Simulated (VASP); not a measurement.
Wanted: the native input for a VASP 6.6.1 run.

- Task: single point
- Functional: PBEsol
- Potentials or basis: VASP PAW PBE potentials, release 64 (Pd)
- Cutoff: 520 eV
- k mesh: 14 × 14 × 14
- Occupations: gaussian, width 0.1 eV
- Spin: no spin polarisation
- Dipole correction: no
- Further INCAR settings: ALGO = Fast; EDIFF = 1e-06; NBANDS = 17

The structure of Pd lies in POSCAR:

```
Pd
1.0
    3.0320380379      0.0000000000      0.0000000000
    0.0000000000      3.0320380379      0.0000000000
    0.0000000000      0.0000000000      3.1761273234
Pd
2
Direct
    0.0000000000      0.0000000000      0.0000000000
    0.5000000000      0.5000000000      0.5000000000
```

This cell differs from its parent crystal: uniaxial strain along c: +3.0 %, then relaxed in part.

These files were run (other wordings do the same):

INCAR

```
SYSTEM = Pd
ALGO = Fast
EDIFF = 1E-6
ENCUT = 520
GGA = PS
ISIF = 2
ISMEAR = 0
LASPH = .TRUE.
LCHARG = .TRUE.
LELF = .TRUE.
LREAL = .FALSE.
LVHAR = .TRUE.
LWAVE = .FALSE.
NBANDS = 17
NELM = 60
PREC = Accurate
SIGMA = 0.1
```

KPOINTS

```
k-points
0
G
  14 14 14
  0 0 0
```

Potentials or basis: VASP PAW PBE potentials, release 64 (Pd).

Command:

```console
$ cat potpaw_PBE.64/Pd/POTCAR > POTCAR
$ mpirun -np 1 vasp_std > vasp.out
```

It gave:

```yaml
Pressure: 0.5 GPa
Band_gap_on_the_k_mesh: zero (bands 10 and 11 overlap by 1.18 eV)
```

Caveat: the cell differs from its parent crystal (uniaxial strain along c: +3.0 %, then relaxed in part); the PAW data sets were made with another functional, which shifts forces and pressure a little.

It took 2.1 min on 1 thread of Intel Xeon 8259CL, on a shared host, peak memory 0.23 GiB.
